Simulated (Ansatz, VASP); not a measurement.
**One calculation of RbBr, two programs**

Contents of INCAR:

```
ALGO = Normal
EDIFF = 1E-6
ENCUT = 520
GGA = PE
ISIF = 2
ISMEAR = 0
LASPH = True
LCHARG = False
LREAL = False
LWAVE = False
NBANDS = 15
NELM = 80
PREC = Accurate
SIGMA = 0.02
```

The input KPOINTS:

```
k-points
0
Gamma
  6 6 6
```

POSCAR

```
RbBr
1.0
    0.0000000000      3.3293364000      3.4321614000
    3.4321614000      0.0000000000      3.4321614000
    3.4321614000      3.3293364000      0.0000000000
Rb Br
1 1
Direct
    0.0000000000      0.0000000000      0.0000000000
    0.5000000000      0.5000000000      0.5000000000
```

Input for Ansatz:

```yaml
crystal:
  lattice:
    - [0.0, 3.3293364, 3.4321614]
    - [3.4321614, 0.0, 3.4321614]
    - [3.4321614, 3.3293364, 0.0]
  atoms:
    - { symbol: Rb, position: [0.0, 0.0, 0.0] }
    - { symbol: Br, position: [0.5, 0.5, 0.5] }
basis:
  ecutwfc: 420
kpoints:
  mp_grid: { grid: [6, 6, 6] }
hamiltonian:
  xc: pbe
scf:
  occupations: { method: gaussian, width: 0.02 }
output:
  forces: true
  stress: true
  eigenvalues: true
  populations: true
```

Alike in both runs: task single point; functional PBE; k mesh 6 × 6 × 6; occupations gaussian, width 0.02 eV; no spin polarisation.

|  | VASP | Ansatz |
| --- | --- | --- |
| version | VASP 6.6.1 | Ansatz 0.2.0 |
| potentials or method | VASP PAW PBE potentials, release 64 (Rb_sv, Br), cutoff 520 eV | scalar-relativistic, plane waves, PAW |
| valence electrons in the cell | 16 | 16 |

```tsv
	VASP	Ansatz	Ansatz less VASP
gap on the k mesh at the Fermi level (eV)	4.40	4.40	+0.003
least direct gap on the mesh (eV)	4.40	4.40	+0.003
pressure (GPa)	1.5	1.5	-0.03
traceless stress, the component that is largest in VASP (GPa)	0.83	0.82	-0.010
```
